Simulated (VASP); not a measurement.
Set up this calculation in VASP 6.6.1, as the native input.

```yaml
Task: single point
Functional: LDA
Potentials_or_basis: VASP PAW LDA potentials, release 64 (Mg)
Cutoff: 520 eV
k_mesh: 18 × 18 × 16
Occupations: gaussian, width 0.15 eV
Spin: no spin polarisation
Dipole_correction: no
Further_INCAR_settings: ALGO = Fast; EDIFF = 1e-07; NBANDS = 7
```

The structure of Mg lies in POSCAR:

```
Mg
1.0
    3.0960542975      0.0000000000      0.0000000000
   -1.5480271488      2.6812616731      0.0000000000
    0.0000000000      0.0000000000      2.9991650064
Mg
1
Direct
    0.0000000000      0.0000000000      0.0000000000
```

This cell differs from its parent crystal: strain +0.015 along x and y, -0.015 along z.

These files were run (other wordings do the same):

INCAR

```
PREC = Accurate
ENCUT = 520
EDIFF = 1E-7
ISMEAR = 0
SIGMA = 0.15
LREAL = F
LASPH = T
NELM = 60
ALGO = Fast
ISIF = 2
LWAVE = F
LCHARG = F
NBANDS = 7
```

KPOINTS

```
Automatic mesh
0
Gamma
  18 18 16
```

Potentials or basis: VASP PAW LDA potentials, release 64 (Mg).

Run with:

```sh
$ cat potpaw_LDA.64/Mg/POTCAR > POTCAR
$ mpirun -np 1 vasp_std > vasp.out
```

Results of the run:

The pressure is -1.3 GPa and the band gap on the k mesh is zero (band 1 reaches 5.17 eV, above the bottom of band 2 at -0.16 eV).

Caveat: the cell differs from its parent crystal (strain +0.015 along x and y, -0.015 along z).

Run time: 10 s on 1 thread of Intel(R) Xeon(R) 6975P-C (Granite Rapids), with other jobs on the host, peak memory 0.17 GiB.
